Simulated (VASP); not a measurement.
# W (Fmmm) in VASP: further runs, part 2 of 2

VASP 6.6.1. The steps go on from the part before.

**4. Single point, PBE (strain -0.0100 x Voigt [0, 0, 0, 1, 0, 0])**

INCAR

```
SYSTEM = W
PREC     = Accurate       ! precision mode
ENCUT    = 500            ! plane-wave cutoff, eV
EDIFF    = 1E-6           ! SCF threshold, eV
ISMEAR   = 0              ! smearing method
SIGMA    = 0.15           ! smearing width, eV
LREAL    = .False.        ! projectors in reciprocal space
LASPH    = .True.         ! aspherical terms in the spheres
NELM     = 120            ! most SCF steps
ALGO     = Normal         ! electronic algorithm
ISIF     = 2              ! what is computed and relaxed
LWAVE    = .False.        ! write WAVECAR
LCHARG   = .False.        ! write CHGCAR
GGA      = PE             ! functional
NBANDS   = 13             ! bands
GGA_COMPAT= .False.
```

KPOINTS

```
Automatic mesh
0
Gamma
  26 26 26
  0 0 0
```

POSCAR

```
W
1.0
   -1.5917793224      1.5838204258      1.5838204258
    1.5917793224     -1.5997382190      1.5997382190
    1.5917793224      1.5997382190     -1.5997382190
W
1
Direct
    0.0000000000      0.0000000000      0.0000000000
```

Potentials or basis: VASP PAW PBE potentials, release 64 (W_sv).

The run is started by

```console
$ cat potpaw_PBE.64/W_sv/POTCAR > POTCAR
$ mpirun -np 1 vasp_std > vasp.out
```

OUTCAR:

```text
SYSTEM = W
   PREC = Accurate
   ENCUT = 500
   EDIFF = 1E-6
   ISMEAR = 0
   LREAL = .False.
   LASPH = .True.
   NELM = 120
   ISIF = 2
   GGA = PE

 ion  position               nearest neighbor table
   1  0.000  0.000  0.000-

  LATTYP: Found a face centered orthorhombic cell.
 ALAT       =     3.1835586448
 B/A-ratio  =     1.4071424946
 C/A-ratio  =     1.4212846302

  Lattice vectors:

 A1 = (   0.0000000000,  -0.0159177932,   3.1835586448)
 A2 = (   1.5917793224,  -1.5997382190,   1.5997382190)
 A3 = (   1.5917793224,   1.5838204258,   1.5838204258)

Analysis of symmetry for initial positions (statically):
=====================================================================
 Subroutine PRICEL returns:
 Original cell was already a primitive cell.

 Routine SETGRP: Setting up the symmetry group for a
 face centered orthorhombic supercell.

 Subroutine GETGRP returns: Found  8 space group operations
 (whereof  8 operations were pure point group operations)
 out of a pool of  8 trial point group operations.

The static configuration has the point symmetry D_2h.

Analysis of symmetry for dynamics (positions and initial velocities):
=====================================================================
 Subroutine PRICEL returns:
 Original cell was already a primitive cell.

 Routine SETGRP: Setting up the symmetry group for a
 face centered orthorhombic supercell.

 Subroutine GETGRP returns: Found  8 space group operations
 (whereof  8 operations were pure point group operations)
 out of a pool of  8 trial point group operations.

The dynamic configuration has the point symmetry D_2h.

 Subroutine INISYM returns: Found  8 space group operations
 (whereof  8 operations are pure point group operations),
 and found     1 'primitive' translations

----------------------------------------------------------------------------------------

                                     Primitive cell
[... 110 lines left out ...]
  volume/ion in A,a.u.               =      16.13       108.87
  Fermi-wavevector in a.u.,A,eV,Ry     =   1.561535  2.950872 33.176313  2.438390
  Thomas-Fermi vector in A             =   2.664586
   LORBIT       =      0    0 simple, 1 ext, 2 COOP (PROOUT), +10 PAW based schemes
   GGA     = PE    functional components
   LHFCALC =     F    Hartree Fock is set to
   AEXX    =    0.0000 exact exchange contribution
   IVDW    =     0    specifies the selected vdW correction
   LEPSILON=     F    determine dielectric tensor
   LRPA    =     F    only Hartree local field effects (RPA)
 non-spin polarized calculation
 Gauss-broadening in eV      SIGMA  =   0.15
  energy-cutoff  :      500.00
  volume of cell :       16.13
 maximum number of plane-waves:       423
   NGX =  9   NGY =  9   NGZ =  9

 number of electron      14.0000000 magnetization

 Free energy of the ion-electron system (eV)
  ---------------------------------------------------
  ext. energy  EPLUGINS =         0.00000000
  ---------------------------------------------------
  free energy    TOTEN  =       -12.95644125 eV

  energy without entropy =      -12.95127077  energy(sigma->0) =      -12.95385601

 E-fermi :  11.1933     XC(G=0): -13.5418

 val. band max:       11.1897621918   @ k =   0.3462  -0.2692   0.1923
 cond. band min:      11.1933923109   @ k =   0.0769   0.4231   0.0385
 fundamental gap:      0.0036301190
 Fermi energy:        11.1933266530

 k-point     1 :       0.0000    0.0000    0.0000
  band No.  band energies     occupation
      1     -63.0173      2.00000
      2     -26.6193      2.00000
      3     -26.6040      2.00000
      4     -26.5892      2.00000
      5       1.6515      2.00000
      6       9.9035      2.00000
      7       9.9875      2.00000
      8      10.0778      2.00000
      9      13.4111      0.00000
     10      13.4146      0.00000
     11      25.5771      0.00000
     12      25.6688      0.00000
     13      25.7599      0.00000
[... 354 lines left out ...]
  band No.  band energies     occupation
      1     -62.9100      2.00000
      2     -27.6311      2.00000
      3     -26.9530      2.00000
      4     -26.6283      2.00000
      5       5.0589      2.00000
      6       8.0628      2.00000
      7      10.0854      2.00000
      8      13.1739      0.00000
      9      13.9335      0.00000
     10      15.3486      0.00000
     11      23.7708      0.00000
     12      24.3834      0.00000
     13      30.5248      0.00000

 [... further k-points ...]
[... 5 lines left out ...]
  --------------------------------------------------------------------------------------
  -------------------------------------------------------------------------------------
  Total        0.0542728      0.0528329      0.0528329      0.0000000      0.1455039     -0.0000000
  in kB        5.3900756      5.2470794      5.2470794      0.0000000     14.4506587     -0.0000000
  external PRESSURE =       5.2947448 kB  Pullay stress =       0.0000000 kB

 VOLUME and BASIS-vectors are now :
 -----------------------------------------------------------------------------
  energy-cutoff  :      500.00
  volume of cell :       16.13
      direct lattice vectors                 reciprocal lattice vectors
    -1.591779322  1.583820426  1.583820426     0.000000000  0.315692355  0.315692355
     1.591779322 -1.599738219  1.599738219     0.314113893  0.001570609  0.314121746
     1.591779322  1.599738219 -1.599738219     0.314113893  0.314121746  0.001570609

 POSITION                                       TOTAL-FORCE (eV/Angst)
 -----------------------------------------------------------------------------------
      0.00000      0.00000      0.00000        -0.000000     -0.000000     -0.000000
 -----------------------------------------------------------------------------------
    total drift:                                0.000000     -0.000000      0.000000

  FREE ENERGIE OF THE ION-ELECTRON SYSTEM (eV)
  ---------------------------------------------------
  free  energy   TOTEN  =       -12.9564412475 eV

  energy  without entropy=      -12.9512707713  energy(sigma->0) =      -12.95385601
```

stdout:

```text
POSCAR found type information on POSCAR W
 POSCAR found :  1 types and       1 ions
 scaLAPACK will be used
 LDA part: xc-table for (Slater+PW92), standard interpolation
 POSCAR, INCAR and KPOINTS ok, starting setup
 FFT: planning ... GRIDC
 FFT: planning ... GRID_SOFT
 FFT: planning ... GRID
 WAVECAR not read
 entering main loop
```

Run time: 1.9 min. Hardware: 1 thread of Intel Xeon 6975P-C (Granite Rapids), shared host; peak memory 0.52 GiB.

Results:

```
Free energy            : -12.9564 eV
Pressure               : 0.5 GPa
Band gap on the k mesh : zero (band 7 reaches 16.12 eV, above the bottom of band 8 at 10.03 eV)
```

Stress tensor (GPa, compression positive):
```
0.54 0.00 0.00
0.00 0.52 1.45
0.00 1.45 0.52
```

Caveat: the cell differs from its parent crystal (strain -0.0100 x Voigt [0, 0, 0, 1, 0, 0]); spin-orbit coupling is left out, which moves the levels of the heavy elements.

**5. Single point, PBE (strain +0.0050 x Voigt [0, 0, 0, 1, 0, 0])**

INCAR

```
SYSTEM = W
  ALGO = Normal
  EDIFF = 1E-6
  ENCUT = 500
  GGA = PE
  GGA_COMPAT = .FALSE.
  ISIF = 2
  ISMEAR = 0
  LASPH = .TRUE.
  LCHARG = .FALSE.
  LREAL = .FALSE.
  LWAVE = .FALSE.
  NBANDS = 13
  NELM = 120
  PREC = Accurate
  SIGMA = 0.15
```

KPOINTS

```
k-points
0
G
  26 26 26
  0 0 0
```

POSCAR

```
W
1.0
   -1.5917793224      1.5957587707      1.5957587707
    1.5917793224     -1.5877998741      1.5877998741
    1.5917793224      1.5877998741     -1.5877998741
W
1
Direct
    0.0000000000      0.0000000000      0.0000000000
```

The run is started by

```console
$ cat potpaw_PBE.64/W_sv/POTCAR > POTCAR
$ mpirun -np 1 vasp_std > vasp.out
```

Wall time 1.9 min (1 thread of Intel Xeon 6975P-C (Granite Rapids), shared host); peak memory 0.52 GiB.

It converged, with:

```yaml
Free_energy: -12.9570 eV
Pressure: 0.5 GPa
Band_gap_on_the_k_mesh: zero (band 7 reaches 16.18 eV, above the bottom of band 8 at 10.02 eV)
```

Stress tensor (GPa, compression positive):
```
 0.51  0.00  0.00
 0.00  0.51 -0.72
 0.00 -0.72  0.51
```

Levels at points of the mesh, in eV from the Fermi level:
| k point | band 3 | band 4 | band 5 | band 6 | band 7 | band 8 | band 9 | band 10 | band 11 | band 12 |
| --- | --- | --- | --- | --- | --- | --- | --- | --- | --- | --- |
| (0.00, 0.00, 0.00) | -37.80 | -37.79 | -9.54 | -1.25 | -1.20 | -1.16 | 2.22 | 2.22 | 14.43 | 14.47 |
| (0.50, 0.00, 0.00) | -38.19 | -37.80 | -6.17 | -3.50 | 0.57 | 2.13 | 3.10 | 5.96 | 10.73 | 11.48 |
| (0.00, 0.50, 0.00) | -38.19 | -37.80 | -6.17 | -3.49 | 0.62 | 2.10 | 3.06 | 5.99 | 10.80 | 11.44 |
| (0.00, 0.50, 0.50) | -38.20 | -37.81 | -6.16 | -3.47 | 0.66 | 2.07 | 3.02 | 6.03 | 10.86 | 11.40 |
| (0.50, 0.50, 0.50) | -38.65 | -38.64 | -5.70 | -5.70 | 4.98 | 5.04 | 5.09 | 8.07 | 8.10 | 8.13 |

Caveat: the cell differs from its parent crystal (strain +0.0050 x Voigt [0, 0, 0, 1, 0, 0]); spin-orbit coupling is left out, which moves the levels of the heavy elements.

**6. Overview**

| cell | gap on the mesh (eV) | pressure (GPa) |
| --- | --- | --- |
| a = 2.739, b = 2.775, c = 2.775 Å, angles 110.0, 109.5, 109.5°, 1 atom | none | 0.6 |
| a = 2.771, b = 2.743, c = 2.743 Å, angles 109.1, 109.5, 109.5°, 1 atom | none | 0.6 |
| a = 2.748, b = 2.766, c = 2.766 Å, angles 109.7, 109.5, 109.5°, 1 atom | none | 0.5 |
| a = 2.762, b = 2.752, c = 2.752 Å, angles 109.3, 109.5, 109.5°, 1 atom | none | 0.5 |

Alike in all rows: task single point; level PBE; potentials or basis VASP PAW PBE potentials, release 64 (W_sv); no spin polarisation; k mesh 26 × 26 × 26; cutoff (eV) 500; smearing gaussian 0.15 eV.

Caveats: spin-orbit coupling is left out, which moves the levels of the heavy elements.

Total energies depend on the potentials used, so only differences within one code and one set of settings carry meaning.
